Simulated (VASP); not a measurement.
Here is a VASP 6.6.1 calculation.

INCAR

```
ALGO = Normal ; EDIFF = 1E-7
EDIFFG = -0.005 ; ENCUT = 600
GGA = PE ; IBRION = 2
ISIF = 3 ; ISMEAR = -1
LASPH = True ; LCHARG = False
LREAL = False ; LWAVE = False
NELM = 80 ; NSW = 100
PREC = Accurate ; SIGMA = 0.03
```

File KPOINTS:

```
k-points
0
Gamma
  11 11 11
```

Contents of POSCAR:

```
BiAs
1.0
    0.0000000000      2.8077865456      2.8077865456
    2.8077865456      0.0000000000      2.8077865456
    2.8077865456      2.8077865456      0.0000000000
As Bi
1 1
Direct
    0.0000000000      0.0000000000      0.0000000000
    0.5000000000      0.5000000000      0.5000000000
```

Potentials or basis: VASP PAW PBE potentials, release 64 (As, Bi_d).

The run is started by

```sh
$ cat potpaw_PBE.64/As/POTCAR potpaw_PBE.64/Bi_d/POTCAR > POTCAR
$ mpirun -np 1 vasp_std > vasp.out
```

Task: Estimate the band gap on the k mesh.

Result: 0.13 eV, indirect (least direct gap 0.39 eV).

Task: Estimate the space group after relaxing (to 0.05 Å).

Result: Fm-3m (No. 225).

Task: What does it give for the relaxed volume?

Result: 27.45 Å³/atom.

Task: Estimate the relaxed cell.

Result: a = 4.266 Å, b = 4.266 Å, c = 4.266 Å, α = 60.00°, β = 60.00°, γ = 60.00°.

Final structure:
```
CELL_PARAMETERS angstrom
0.00000 3.01643 3.01643
3.01643 0.00000 3.01643
3.01643 3.01643 0.00000
ATOMIC_POSITIONS crystal
As 0.00000 0.00000 0.00000
Bi 0.50000 0.50000 0.50000
```

Caveat: the volume moved by over 15 % at a fixed basis, so the end points are rough; spin-orbit coupling is left out, which moves the levels of the heavy elements. A k mesh can miss the band edges.
